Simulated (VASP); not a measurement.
A run of VASP 6.6.1 is set up as follows.

File POSCAR:

```
CsPbCl3
1.0
    5.6767292595      0.0000000000      0.0000000000
    0.0000000000      5.6767292595      0.0000000000
    0.0000000000      0.0000000000      5.6767292595
Cs Pb Cl
1 1 3
Direct
    0.0000000000      0.0000000000      0.0000000000
    0.5000000000      0.5000000000      0.5000000000
    0.5000000000      0.5000000000      0.0000000000
    0.0000000000      0.5000000000      0.5000000000
    0.5000000000      0.0000000000      0.5000000000
```

INCAR.step1

```
ALGO = Normal
EDIFF = 1E-4
ENCUT = 520
GGA = PE
ISMEAR = -1
LASPH = T
LCHARG = F
LREAL = F
LWAVE = T
NBANDS = 30
NELM = 100
PREC = Accurate
SIGMA = 0.02
```

INCAR.step2

```
ALGO = Normal
EDIFF = 1E-6
ENCUT = 520
ISIF = 2
ISMEAR = -1
ISTART = 1
LASPH = T
LCHARG = F
LMIXTAU = T
LREAL = F
LWAVE = F
METAGGA = R2SCAN
NBANDS = 30
NELM = 100
PREC = Accurate
SIGMA = 0.02
```

The input KPOINTS:

```
k-points
0
Gamma
  4 4 4
```

Potentials or basis: VASP PAW PBE potentials, release 64 (Cs_sv, Pb_d, Cl).

The run is started by

```sh
$ cat potpaw_PBE.64/Cs_sv/POTCAR potpaw_PBE.64/Pb_d/POTCAR potpaw_PBE.64/Cl/POTCAR > POTCAR
$ cp INCAR.step1 INCAR
$ mpirun -np 1 vasp_std > vasp.out
$ cp INCAR.step2 INCAR
$ mpirun -np 1 vasp_std > vasp.out
```

**Question.** Predict the pressure.

**Answer.** 0.0 GPa.

**Question.** Predict the band gap on the k mesh.

**Answer.** 2.48 eV, direct.

Caveat: the PAW data sets were made with another functional, which shifts forces and pressure a little; spin-orbit coupling is left out, which moves the levels of the heavy elements. A k mesh can miss the band edges.
